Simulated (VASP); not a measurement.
AlGaN2: single point with r2SCAN

Crystal: AlGaN2.

```xyz
4
Lattice="2.9502 0.0000 0.0000 0.0000 2.9502 0.0000 0.0000 0.0000 4.6811" Properties=species:S:1:pos:R:3 pbc="T T T"
Al    1.4751    1.4751    2.3406
Ga    0.0000    0.0000    0.0000
N     1.4751    0.0000    3.4657
N     0.0000    1.4751    1.2154
```

This cell differs from its parent crystal: biaxial strain in the a-b plane: -6.0 %, then relaxed in part.

```yaml
Program: VASP 6.6.1
Task: single point
Functional: r2SCAN
Potentials_or_basis: VASP PAW PBE potentials, release 64 (Al, Ga_d, N_h)
Cutoff: 1460 eV
k_mesh: 8 × 8 × 6
Occupations: gaussian, width 0.02 eV
Spin: no spin polarisation
```

The pressure is 15.0 GPa. The largest force is 0.107 eV/Å and the band gap on the k mesh is 3.47 eV (least direct gap 3.61 eV).

Forces in eV/Å, atoms in the order of the input:
```
Al   0.000  0.000  0.000
Ga   0.000  0.000  0.000
N    0.000  0.000 -0.107
N    0.000  0.000  0.107
```

Stress tensor (GPa, compression positive):
```
22.24  0.00  0.00
 0.00 22.24  0.00
 0.00  0.00  0.49
```

Levels at points of the mesh, in eV from the valence-band top:
```csv
k point,band 9,band 10,band 11,band 12,band 13,band 14,band 15,band 16,band 17,band 18
"(0.00, 0.00, 0.00)",-2.07,-2.07,-0.88,0.00,0.00,3.61,4.50,9.90,12.43,12.43
"(0.50, 0.00, 0.00)",-5.19,-3.84,-3.83,-0.76,-0.34,7.99,8.21,9.77,10.18,10.20
"(0.50, 0.50, 0.00)",-5.09,-3.03,-2.99,-2.99,-2.99,3.47,3.47,6.46,9.25,14.37
"(0.00, 0.00, 0.50)",-3.50,-1.47,-1.47,-0.79,-0.79,5.85,6.01,8.67,11.27,11.78
"(0.50, 0.00, 0.50)",-6.87,-1.64,-1.54,-0.75,-0.27,5.64,6.93,10.32,10.61,11.05
"(0.50, 0.50, 0.50)",-4.63,-4.48,-3.72,-3.66,-3.66,6.05,6.05,9.79,10.36,10.36
```

It took 5.7 min on 1 thread of Intel(R) Xeon(R) 6975P-C (Granite Rapids) (shared host), peak memory 0.51 GiB.

Caveat: the cell differs from its parent crystal (biaxial strain in the a-b plane: -6.0 %, then relaxed in part); the stress differs along the axes, from 0 to 22 GPa; the PAW data sets were made with another functional, which shifts forces and pressure a little. A k mesh can miss the band edges.
